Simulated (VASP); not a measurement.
# Mg4Se (Im-3m) in VASP: further runs, part 2 of 2

VASP 6.6.1. The steps go on from the part before.

**3. Single point, PBE**

This run uses another cell than the first one, of 26.42 Å³/atom, 1.006 times its volume.

Contents of INCAR:

```
SYSTEM = Mg4Se
  ALGO = Normal
  EDIFF = 1E-6
  ENCUT = 520
  GGA = PE
  ISIF = 2
  ISMEAR = 0
  LASPH = .TRUE.
  LCHARG = .FALSE.
  LREAL = .FALSE.
  LWAVE = .FALSE.
  NBANDS = 15
  NELM = 80
  PREC = Accurate
  SIGMA = 0.1
```

Contents of KPOINTS:

```
k-points
0
G
  8 8 8
  0 0 0
```

Contents of POSCAR:

```
Mg4Se
1.0
   -3.2083576673      3.2083576673      3.2083576673
    3.2083576673     -3.2083576673      3.2083576673
    3.2083576673      3.2083576673     -3.2083576673
Mg Se
4 1
Direct
    0.0000000000      0.5000000000      0.0000000000
    0.5000000000      0.5000000000      0.5000000000
    0.0000000000      0.0000000000      0.5000000000
    0.5000000000      0.0000000000      0.0000000000
    0.0000000000      0.0000000000      0.0000000000
```

Potentials or basis: VASP PAW PBE potentials, release 64 (Mg, Se).

The run is started by

```
cat potpaw_PBE.64/Mg/POTCAR potpaw_PBE.64/Se/POTCAR > POTCAR
mpirun -np 1 vasp_std > vasp.out
```

OUTCAR:

```text
SYSTEM = Mg4Se
   EDIFF = 1E-6
   ENCUT = 520
   GGA = PE
   ISIF = 2
   ISMEAR = 0
   LASPH = .TRUE.
   LREAL = .FALSE.
   NELM = 80
   PREC = Accurate

 ion  position               nearest neighbor table
   1  0.000  0.500  0.000-   5 2.78   5 2.78   4 3.21   2 3.21   3 3.21   3 3.21   2 3.21   4 3.21

   2  0.500  0.500  0.500-   5 2.78   5 2.78   4 3.21   1 3.21   4 3.21   1 3.21   3 3.21   3 3.21

   3  0.000  0.000  0.500-   5 2.78   5 2.78   4 3.21   1 3.21   2 3.21   1 3.21   4 3.21   2 3.21

   4  0.500  0.000  0.000-   5 2.78   5 2.78   3 3.21   1 3.21   2 3.21   2 3.21   3 3.21   1 3.21

   5  0.000  0.000  0.000-   1 2.78   2 2.78   3 2.78   4 2.78   3 2.78   1 2.78   4 2.78   2 2.78

  LATTYP: Found a body centered cubic cell.
 ALAT       =     6.4167153346

  Lattice vectors:

 A1 = (  -3.2083576673,   3.2083576673,   3.2083576673)
 A2 = (   3.2083576673,  -3.2083576673,   3.2083576673)
 A3 = (   3.2083576673,   3.2083576673,  -3.2083576673)

Analysis of symmetry for initial positions (statically):
=====================================================================
 Subroutine PRICEL returns:
 Original cell was already a primitive cell.

 Routine SETGRP: Setting up the symmetry group for a
 body centered cubic supercell.

 Subroutine GETGRP returns: Found 48 space group operations
 (whereof 48 operations were pure point group operations)
 out of a pool of 48 trial point group operations.

The static configuration has the point symmetry O_h .

Analysis of symmetry for dynamics (positions and initial velocities):
=====================================================================
 Subroutine PRICEL returns:
 Original cell was already a primitive cell.

 Routine SETGRP: Setting up the symmetry group for a
 body centered cubic supercell.

 Subroutine GETGRP returns: Found 48 space group operations
 (whereof 48 operations were pure point group operations)
 out of a pool of 48 trial point group operations.

The dynamic configuration has the point symmetry O_h .

 Subroutine INISYM returns: Found 48 space group operations
 (whereof 48 operations are pure point group operations),
 and found     1 'primitive' translations

----------------------------------------------------------------------------------------

                                     Primitive cell

  volume of cell :     132.1017

  direct lattice vectors                    reciprocal lattice vectors
    -3.208357667  3.208357667  3.208357667     0.000000000  0.155842974  0.155842974
     3.208357667 -3.208357667  3.208357667     0.155842974  0.000000000  0.155842974
     3.208357667  3.208357667 -3.208357667     0.155842974  0.155842974  0.000000000

  length of vectors
     5.557038489  5.557038489  5.557038489     0.220395247  0.220395247  0.220395247

  position of ions in fractional coordinates (direct lattice)
     0.000000000  0.500000000  0.000000000
     0.500000000  0.500000000  0.500000000
     0.000000000  0.000000000  0.500000000
     0.500000000  0.000000000  0.000000000
     0.000000000  0.000000000  0.000000000

  ion indices of the primitive-cell ions
   primitive index   ion index
                 1           1
[... 55 lines left out ...]
 -0.250000  0.250000  0.250000      6.000000
 -0.375000  0.375000  0.250000     24.000000
 [... further k-points ...]
   k-points           NKPTS =     29   k-points in BZ     NKDIM =     29   number of bands    NBANDS=     15
   number of dos      NEDOS =    301   number of ions     NIONS =      5
   total plane-waves  NPLWV =  74088
   dimension x,y,z NGX =    42 NGY =   42 NGZ =   42
   dimension x,y,z NGXF=    84 NGYF=   84 NGZF=   84
   ions per type =               4   1
   NGX,Y,Z   is equivalent  to a cutoff of  12.56, 12.56, 12.56 a.u.
   NGXF,Y,Z  is equivalent  to a cutoff of  25.13, 25.13, 25.13 a.u.
 SYSTEM =  Mg4Se
   PREC   = accura    normal or accurate (medium, high low for compatibility)
   ISTART =      0    job   : 0-new  1-cont  2-samecut
   ICHARG =      2    charge: 1-file 2-atom 10-const
   ISPIN  =      1    spin polarized calculation?
   LNONCOLLINEAR =      F non collinear calculations
   LSORBIT =      F    spin-orbit coupling
   LASPH  =      T    aspherical Exc in radial PAW
   ENCUT  =  520.0 eV  38.22 Ry    6.18 a.u.  10.33 10.33 10.33*2*pi/ulx,y,z
   NELM   =     80;   NELMIN=  2; NELMDL= -5     # of ELM steps
   EDIFF  = 0.1E-05   stopping-criterion for ELM
   LREAL  =      F    real-space projection
   EDIFFG = 0.1E-04   stopping-criterion for IOM
   NSW    =      0    number of steps for IOM
   IBRION =     -1    ionic relax: 0-MD 1-quasi-New 2-CG
   NFREE  =      0    steps in history (QN), initial steepest desc. (CG)
   ISIF   =      2    stress and relaxation
   ISYM   =      2    0-nonsym 1-usesym 2-fastsym
   POTIM  = 0.5000    time-step for ionic-motion
   TEBEG  =    0.0;   TEEND  =   0.0 temperature during run
   PSTRESS=    0.0 pullay stress
   NELECT =      14.0000    total number of electrons
   NUPDOWN=      -1.0000    fix difference up-down
   EMIN   =  10.00;   EMAX   =-10.00  energy-range for DOS
   EFERMI =   0.00;   METHOD = LEGACY
   ISMEAR =     0;   SIGMA  =   0.10  broadening in eV -4-tet -1-fermi 0-gaus
   EFERMI_NEDOS =   21; number of points for ismear=-14 and -15
   IALGO  =     38    algorithm
   IMIX   =      4    mixing-type and parameters
     AMIX     =   0.40;   BMIX     =  1.00
     AMIX_MAG =   1.60;   BMIX_MAG =  1.00
  volume/ion in A,a.u.               =      26.42       178.29
  Fermi-wavevector in a.u.,A,eV,Ry     =   0.774726  1.464020  8.166220  0.600200
  Thomas-Fermi vector in A             =   1.876843
   LORBIT       =      0    0 simple, 1 ext, 2 COOP (PROOUT), +10 PAW based schemes
   GGA     = PE    functional components
   LHFCALC =     F    Hartree Fock is set to
   AEXX    =    0.0000 exact exchange contribution
   IVDW    =     0    specifies the selected vdW correction
   LEPSILON=     F    determine dielectric tensor
   LRPA    =     F    only Hartree local field effects (RPA)
 non-spin polarized calculation
 Gauss-broadening in eV      SIGMA  =   0.10
  energy-cutoff  :      520.00
  volume of cell :      132.10
 maximum number of plane-waves:      3580
 NGX is ok and might be reduce to    42
   NGX = 21   NGY = 21   NGZ = 21

 number of electron      14.0000000 magnetization

 Free energy of the ion-electron system (eV)
  ---------------------------------------------------
  ext. energy  EPLUGINS =         0.00000000
  ---------------------------------------------------
  free energy    TOTEN  =        -9.58262787 eV

  energy without entropy =       -9.57470679  energy(sigma->0) =       -9.57866733

 E-fermi :   2.3281     XC(G=0):  -8.1846

 val. band max:        2.3116062448   @ k =  -0.1250   0.1250   0.1250
 cond. band min:       2.3709480280   @ k =   0.1250   0.0000   0.0000
 fundamental gap:      0.0593417831
 Fermi energy:         2.3281207318

 k-point     1 :       0.0000    0.0000    0.0000
  band No.  band energies     occupation
      1     -11.7422      2.00000
      2      -2.1694      2.00000
      3      -2.1694      2.00000
      4      -2.1694      2.00000
      5      -1.8550      2.00000
      6       2.9004      0.00000
      7       2.9004      0.00000
      8       2.9004      0.00000
      9       3.4342      0.00000
     10       3.4342      0.00000
     11       3.4342      0.00000
     12       4.6635      0.00000
     13       4.6635      0.00000
     14       7.7518      0.00000
[... 401 lines left out ...]
      2      -3.2189      2.00000
      3      -2.7391      2.00000
      4      -2.6853      2.00000
      5       0.6702      2.00000
      6       1.1166      2.00000
      7       2.2165      1.88554
      8       2.2546      1.70133
      9       3.1198      0.00000
     10       4.3958      0.00000
     11       5.8904      0.00000
     12       6.3202      0.00000
     13       6.6698      0.00000
     14       7.8294      0.00000
     15       7.9819      0.00000

 [... further k-points ...]
[... 5 lines left out ...]
  --------------------------------------------------------------------------------------
  -------------------------------------------------------------------------------------
  Total       -0.0317757     -0.0317757     -0.0317757     -0.0000000     -0.0000000      0.0000000
  in kB       -0.3853876     -0.3853876     -0.3853876     -0.0000000     -0.0000000      0.0000000
  external PRESSURE =      -0.3853876 kB  Pullay stress =       0.0000000 kB

 VOLUME and BASIS-vectors are now :
 -----------------------------------------------------------------------------
  energy-cutoff  :      520.00
  volume of cell :      132.10
      direct lattice vectors                 reciprocal lattice vectors
    -3.208357667  3.208357667  3.208357667     0.000000000  0.155842974  0.155842974
     3.208357667 -3.208357667  3.208357667     0.155842974  0.000000000  0.155842974
     3.208357667  3.208357667 -3.208357667     0.155842974  0.155842974  0.000000000

 POSITION                                       TOTAL-FORCE (eV/Angst)
 -----------------------------------------------------------------------------------
      1.60418     -1.60418      1.60418         0.000000      0.000000     -0.000000
      1.60418      1.60418      1.60418        -0.000000     -0.000000     -0.000000
      1.60418      1.60418     -1.60418        -0.000000      0.000000      0.000000
     -1.60418      1.60418      1.60418         0.000000     -0.000000     -0.000000
      0.00000      0.00000      0.00000        -0.000000      0.000000     -0.000000
 -----------------------------------------------------------------------------------
    total drift:                                0.000000     -0.000000      0.000000

  FREE ENERGIE OF THE ION-ELECTRON SYSTEM (eV)
  ---------------------------------------------------
  free  energy   TOTEN  =        -9.5826278687 eV

  energy  without entropy=       -9.5747067857  energy(sigma->0) =       -9.57866733
```

OSZICAR:

```text
N       E                     dE             d eps       ncg     rms          rms(c)
DAV:   1     0.272674864959E+02    0.27267E+02   -0.44770E+03   870   0.707E+02
DAV:   2    -0.659971354517E+01   -0.33867E+02   -0.30655E+02  1198   0.909E+01
DAV:   3    -0.982631186674E+01   -0.32266E+01   -0.32013E+01  1150   0.256E+01
DAV:   4    -0.986797480951E+01   -0.41663E-01   -0.41658E-01  1003   0.355E+00
DAV:   5    -0.986834220313E+01   -0.36739E-03   -0.36738E-03  1213   0.361E-01    0.437E+00
DAV:   6    -0.961514619607E+01    0.25320E+00   -0.43238E-01  1038   0.294E+00    0.255E+00
DAV:   7    -0.959107395488E+01    0.24072E-01   -0.23467E-01  1101   0.204E+00    0.108E+00
DAV:   8    -0.958510320448E+01    0.59708E-02   -0.47868E-02  1032   0.992E-01    0.336E-01
DAV:   9    -0.958256891690E+01    0.25343E-02   -0.10162E-02   983   0.518E-01    0.128E-01
DAV:  10    -0.958263304229E+01   -0.64125E-04   -0.12682E-03  1010   0.166E-01    0.296E-02
DAV:  11    -0.958263000081E+01    0.30415E-05   -0.16102E-05  1073   0.234E-02    0.166E-02
DAV:  12    -0.958262838015E+01    0.16207E-05   -0.51672E-06  1003   0.986E-03    0.341E-03
DAV:  13    -0.958262786871E+01    0.51145E-06   -0.30081E-06   950   0.749E-03
   1 F= -.95826279E+01 E0= -.95786673E+01  d E =-.792108E-02
```

stdout:

```text
POSCAR found type information on POSCAR MgSe
 POSCAR found :  2 types and       5 ions
 scaLAPACK will be used
 LDA part: xc-table for (Slater+PW92), standard interpolation
 POSCAR, INCAR and KPOINTS ok, starting setup
 FFT: planning ... GRIDC
 FFT: planning ... GRID_SOFT
 FFT: planning ... GRID
 WAVECAR not read
 entering main loop
```

Wall time 33 s (1 thread of AMD EPYC 9R45 (Zen 5), shared host); peak memory 0.23 GiB.

What came out:

```yaml
Free_energy: -9.5826 eV
Pressure: 0.0 GPa
Band_gap_on_the_k_mesh: zero (band 7 reaches 3.19 eV, above the bottom of band 8 at 2.13 eV)
```

Levels at points of the mesh, in eV from the Fermi level:
| k point | band 5 | band 6 | band 7 | band 8 | band 9 | band 10 |
| --- | --- | --- | --- | --- | --- | --- |
| (0.00, 0.00, 0.00) | -4.18 | 0.57 | 0.57 | 0.57 | 1.11 | 1.11 |
| (0.50, 0.00, 0.00) | -2.57 | -0.91 | -0.46 | 1.02 | 1.36 | 2.28 |
| (0.50, 0.50, 0.50) | -1.76 | -1.76 | 0.86 | 0.86 | 0.86 | 2.45 |

**4. Relaxation of cell and atoms, PBE**

Contents of INCAR:

```
ALGO = Normal
EDIFF = 1E-6
EDIFFG = -0.01
ENCUT = 600
GGA = PE
IBRION = 2
ISIF = 3
ISMEAR = 0
LASPH = T
LCHARG = F
LREAL = F
LWAVE = F
NELM = 60
NSW = 100
PREC = Accurate
SIGMA = 0.1
```

Contents of KPOINTS:

```
k-points
0
Gamma
  8 8 8
```

POSCAR, as its differences from that of step 3:

```diff
@@ -2,5 +2,5 @@
 1.0
-   -3.2083576673      3.2083576673      3.2083576673
-    3.2083576673     -3.2083576673      3.2083576673
-    3.2083576673      3.2083576673     -3.2083576673
+   -3.2017588339      3.2017588339      3.2017588339
+    3.2017588339     -3.2017588339      3.2017588339
+    3.2017588339      3.2017588339     -3.2017588339
 Mg Se
```

The run is started by

```
cat potpaw_PBE.64/Mg/POTCAR potpaw_PBE.64/Se/POTCAR > POTCAR
mpirun -np 1 vasp_std > vasp.out
```

Wall time 49 s (1 thread of AMD EPYC 9R45 (Zen 5), shared host); peak memory 0.33 GiB.

It converged, with:

```
Free energy                            : -9.5828 eV
Relaxed volume                         : 26.35 Å³/atom
Relaxed cell                           : a = 5.552 Å, b = 5.552 Å, c = 5.552 Å, α = 109.47°, β = 109.47°, γ = 109.47°
Space group after relaxing (to 0.05 Å) : Im-3m (No. 229)
Energy gained by relaxing              : 0.1 meV/atom
Ionic steps                            : 2
Pressure after relaxing                : 0.0 GPa
Band gap on the k mesh                 : zero (band 7 reaches 3.21 eV, above the bottom of band 8 at 2.16 eV)
```

The path:
```csv
step,energy change (eV),largest force (eV/Å),pressure (GPa),volume (Å³)
1,0.0000,0.0000,0.15,131.29
2,-0.0003,0.0000,0.04,131.76
```

Final structure:
```
Mg Se
1.0
    -3.20555    3.20555    3.20555
     3.20555   -3.20555    3.20555
     3.20555    3.20555   -3.20555
Mg Se
4 1
Direct
  0.00000 0.50000 0.00000
  0.50000 0.50000 0.50000
  0.00000 0.00000 0.50000
  0.50000 0.00000 0.00000
  0.00000 0.00000 0.00000
```

Levels at points of the mesh, in eV from the Fermi level:
| k point | band 4 | band 5 | band 6 | band 7 | band 8 | band 9 | band 10 | band 11 |
| --- | --- | --- | --- | --- | --- | --- | --- | --- |
| (0.00, 0.00, 0.00) | -4.51 | -4.19 | 0.58 | 0.58 | 0.58 | 1.11 | 1.11 | 1.11 |
| (0.50, 0.00, 0.00) | -4.53 | -2.58 | -0.91 | -0.46 | 1.02 | 1.37 | 2.28 | 3.19 |
| (0.50, 0.50, 0.50) | -5.35 | -1.77 | -1.77 | 0.87 | 0.87 | 0.87 | 2.46 | 2.82 |

**5. The runs side by side**

| task | cell | k mesh | cutoff (eV) | gap on the mesh (eV) | pressure (GPa) |
| --- | --- | --- | --- | --- | --- |
| single point | a = 5.546 Å, angles 109.5°, 5 atoms | 4 × 4 × 4 | 520 | none | 0.2 |
| single point | a = 5.557 Å, angles 109.5°, 5 atoms | 8 × 8 × 8 | 520 | none | 0.0 |
| relaxation of cell and atoms | relaxed from a = 5.546 Å, angles 109.5°, 5 atoms | 8 × 8 × 8 | 600 | none | 0.0 |

Alike in all rows: level PBE; potentials or basis VASP PAW PBE potentials, release 64 (Mg, Se); no spin polarisation; smearing gaussian 0.1 eV.

Absolute energies hang on the potentials; compare differences alone.
